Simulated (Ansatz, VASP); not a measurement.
# One calculation of Zn12SeS11, two programs

Contents of INCAR:

```
PREC = Accurate
ENCUT = 520
EDIFF = 1E-8
ISMEAR = -1
SIGMA = 0.01
LREAL = Auto
LASPH = T
NELM = 100
ALGO = Normal
ISIF = 2
LWAVE = F
LCHARG = F
GGA = PE
LEFG = T
NBANDS = 126
```

Contents of KPOINTS:

```
Automatic mesh
0
Gamma
  3 3 2
```

Contents of POSCAR:

```
Zn12SeS11
1.0
    5.7340500000      3.3105553110      0.0000000000
   -5.7340500000      3.3105553110      0.0000000000
    0.0000000000      0.0000000000     12.5200000000
Zn S Se
12 11 1
Direct
    0.0000000000      0.0000000000      0.0000000000
    0.3333333333      0.6666666667      0.0000000000
    0.6666666667      0.3333333333      0.0000000000
    0.0000000000      0.0000000000      0.5000000000
    0.3333333333      0.6666666667      0.5000000000
    0.6666666667      0.3333333333      0.5000000000
    0.3333333333      0.3333333334      0.2500000000
    0.6666666667      0.0000000000      0.2500000000
    0.0000000000      0.6666666667      0.2500000000
    0.3333333333      1.0000000000      0.7500000000
    0.6666666667      0.6666666666      0.7500000000
    0.0000000000      0.3333333333      0.7500000000
    0.0000000000      0.0000000000      0.1875000000
    0.3333333333      0.6666666667      0.1875000000
    0.6666666667      0.3333333333      0.1875000000
    0.0000000000      0.0000000000      0.6875000000
    0.3333333333      0.6666666667      0.6875000000
    0.6666666667      0.3333333333      0.6875000000
    0.6666666667      0.0000000000      0.4375000000
    0.0000000000      0.6666666667      0.4375000000
    0.3333333333      1.0000000000      0.9375000000
    0.6666666667      0.6666666666      0.9375000000
    0.0000000000      0.3333333333      0.9375000000
    0.3333333333      0.3333333334      0.4375000000
```

Input for Ansatz:

```yaml
crystal:
  lattice:
    - [5.73405, 3.310555311, 0.0]
    - [-5.73405, 3.310555311, 0.0]
    - [0.0, 0.0, 12.52]
  atoms:
    - { symbol: Zn, position: [0.0, 0.0, 0.0] }
    - { symbol: Zn, position: [0.3333333333, 0.6666666667, 0.0] }
    - { symbol: Zn, position: [0.6666666667, 0.3333333333, 0.0] }
    - { symbol: Zn, position: [0.0, 0.0, 0.5] }
    - { symbol: Zn, position: [0.3333333333, 0.6666666667, 0.5] }
    - { symbol: Zn, position: [0.6666666667, 0.3333333333, 0.5] }
    - { symbol: Zn, position: [0.3333333333, 0.3333333334, 0.25] }
    - { symbol: Zn, position: [0.6666666667, 0.0, 0.25] }
    - { symbol: Zn, position: [0.0, 0.6666666667, 0.25] }
    - { symbol: Zn, position: [0.3333333333, 1.0, 0.75] }
    - { symbol: Zn, position: [0.6666666667, 0.6666666666, 0.75] }
    - { symbol: Zn, position: [0.0, 0.3333333333, 0.75] }
    - { symbol: S, position: [0.0, 0.0, 0.1875] }
    - { symbol: S, position: [0.3333333333, 0.6666666667, 0.1875] }
    - { symbol: S, position: [0.6666666667, 0.3333333333, 0.1875] }
    - { symbol: S, position: [0.0, 0.0, 0.6875] }
    - { symbol: S, position: [0.3333333333, 0.6666666667, 0.6875] }
    - { symbol: S, position: [0.6666666667, 0.3333333333, 0.6875] }
    - { symbol: Se, position: [0.3333333333, 0.3333333334, 0.4375] }
    - { symbol: S, position: [0.6666666667, 0.0, 0.4375] }
    - { symbol: S, position: [0.0, 0.6666666667, 0.4375] }
    - { symbol: S, position: [0.3333333333, 1.0, 0.9375] }
    - { symbol: S, position: [0.6666666667, 0.6666666666, 0.9375] }
    - { symbol: S, position: [0.0, 0.3333333333, 0.9375] }
kpoints:
  mp_grid: { grid: [3, 3, 2] }
scf:
  occupations: { method: fermi_dirac, width: 0.01 }
hamiltonian:
  xc: pbe
  pseudopotentials: { kind: paw }
output:
  forces: true
  stress: true
  populations: true
  efg:
    quadrupole_moments_barn: { Zn: 0.122, S: -0.0694 }
    contact_densities: true
```

Alike in both runs: task electric field gradients; functional PBE; k mesh 3 × 3 × 2; occupations fermi-dirac, width 0.01 eV; no spin polarisation.

|  | VASP | Ansatz |
| --- | --- | --- |
| version | VASP 6.6.1 | Ansatz 0.2.0 |
| potentials or method | VASP PAW PBE potentials, release 64 (Zn, S, Se) | plane-wave PAW, scalar-relativistic |
| plane-wave cutoff (eV) | 520 | 420 |
| valence electrons in the cell | 216 | 226 |

```tsv
	VASP	Ansatz	Ansatz less VASP
gap on the k mesh at the Fermi level (eV)	2.11	2.10	-0.005
pressure (GPa)	2.6	2.4	-0.17
rms of the force components (eV/Å)	0.190	0.186	-0.0037
```

With one functional, cell and mesh, what is left measures potentials, basis and numerics. VASP's potentials hold 216 valence electrons a cell and Ansatz's 226, so a difference there can come from the potentials and not from the codes.
